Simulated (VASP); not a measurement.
Set up this calculation in VASP 6.6.1, as the native input.

```
Task                   : single point
Functional             : PBE
Potentials or basis    : VASP PAW PBE potentials, release 64 (Mg, Te)
Cutoff                 : 520 eV
k mesh                 : 3 × 3 × 3
Occupations            : gaussian, width 0.1 eV
Spin                   : no spin polarisation
Dipole correction      : no
Further INCAR settings : ALGO = Normal; EDIFF = 1e-07; NBANDS = 21
```

The structure of MgTe4 lies in POSCAR:

```
MgTe4
1.0
    3.3022395900      1.9065489100      4.5580308800
   -3.3022395900      1.9065489100      4.5580308800
    0.0000000000     -3.8130978300      4.5580308800
Mg Te
1 4
Direct
    0.0000000000      0.0000000000      0.0000000000
    0.0000000000      0.0000000000      0.5000000000
    0.5000000000      0.0000000000      0.0000000000
    0.0000000000      0.5000000000      0.0000000000
    0.5000000000      0.5000000000      0.5000000000
```

These files were run (other wordings do the same):

INCAR

```
SYSTEM = MgTe4
PREC = Accurate
ENCUT = 520
EDIFF = 1E-7
ISMEAR = 0
SIGMA = 0.1
LREAL = .FALSE.
LASPH = .TRUE.
NELM = 80
ALGO = Normal
ISIF = 2
LWAVE = .FALSE.
LCHARG = .TRUE.
GGA = PE
LELF = .TRUE.
LVHAR = .TRUE.
NBANDS = 21
```

KPOINTS

```
regular mesh
0
G
  3 3 3
  0 0 0
```

Potentials or basis: VASP PAW PBE potentials, release 64 (Mg, Te).

Launch:

```console
$ cat potpaw_PBE.64/Mg/POTCAR potpaw_PBE.64/Te/POTCAR > POTCAR
$ mpirun -np 1 vasp_std > vasp.out
```

Results of the run:

```json
{
 "Pressure": "-1.2 GPa",
 "Band gap on the k mesh": "zero (band 13 reaches 5.27 eV, above the bottom of band 14 at 4.68 eV)"
}
```

Caveat: the k points lie up to 0.40 Å⁻¹ apart; spin-orbit coupling is left out, which moves the levels of the heavy elements.

Run time: 30 s on 1 thread of Intel Xeon 6975P-C (shared host), peak memory 0.31 GiB.
